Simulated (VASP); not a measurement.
HfO2 (rat):

```
Hf O
1.0
     3.56778   -0.05431    0.05873
     0.00549    3.54424    0.07219
    -0.00235   -0.07503    5.15090
Hf O
2 4
Direct
  0.52851 0.49214 0.50038
  0.00687 0.98670 0.00002
  0.99998 0.47041 0.70901
  0.51013 0.98945 0.80080
  0.50852 0.99559 0.29998
  0.97549 0.50935 0.19865
```

- Program: VASP 6.6.1
- Task: relaxation of cell and atoms
- Functional: PBE
- Potentials or basis: VASP PAW PBE potentials, release 64 (Hf_pv, O)
- Cutoff: 600 eV
- k mesh: 6 × 6 × 4
- Occupations: gaussian, width 0.1 eV
- Spin: no spin polarisation

At the start: pressure 8.2 GPa; volume 10.86 Å³/atom.

Where does the relaxation end?

Over 13 steps the energy falls by 35.9 meV/atom and the volume is 11.22 Å³/atom (+3.4 %); space group P1 (No. 1, to 0.05 Å).

Step by step:
| step | energy change (eV) | largest force (eV/Å) | pressure (GPa) | volume (Å³) |
| --- | --- | --- | --- | --- |
| 1 | 0.0000 | 1.7489 | 8.22 | 65.16 |
| 2 | -0.0141 | 0.8011 | -11.37 | 70.54 |
| 3 | -0.1581 | 0.5751 | -2.83 | 67.74 |
| 4 | -0.1989 | 0.3134 | 0.78 | 66.75 |
| 5 | -0.1990 | 0.3073 | 0.63 | 66.79 |
| 6 | -0.2086 | 0.1474 | 0.19 | 66.96 |
| 7 | -0.2087 | 0.1669 | 0.16 | 66.97 |
| 8 | -0.2120 | 0.1032 | -0.12 | 67.12 |
| 9 | -0.2124 | 0.1569 | -0.26 | 67.19 |
| 10 | -0.2141 | 0.1254 | 0.27 | 67.14 |
| 11 | -0.2141 | 0.1212 | 0.23 | 67.14 |
| 12 | -0.2151 | 0.0593 | 0.02 | 67.26 |
| 13 | -0.2153 | 0.0355 | -0.13 | 67.35 |

Final structure:
```
Hf O
1.0
     3.59384   -0.02820    0.06081
     0.03230    3.58449    0.06671
    -0.00158   -0.08522    5.22591
Hf O
2 4
Direct
  0.51744 0.49455 0.50185
  0.00527 0.99499 0.00100
  0.00973 0.48350 0.69632
  0.50927 0.98274 0.80649
  0.49477 0.99415 0.30687
  0.99303 0.49371 0.19630
```

Caveat: the relaxation stopped at a loose force limit of 0.05 eV/Å, so its end isn't a converged minimum.
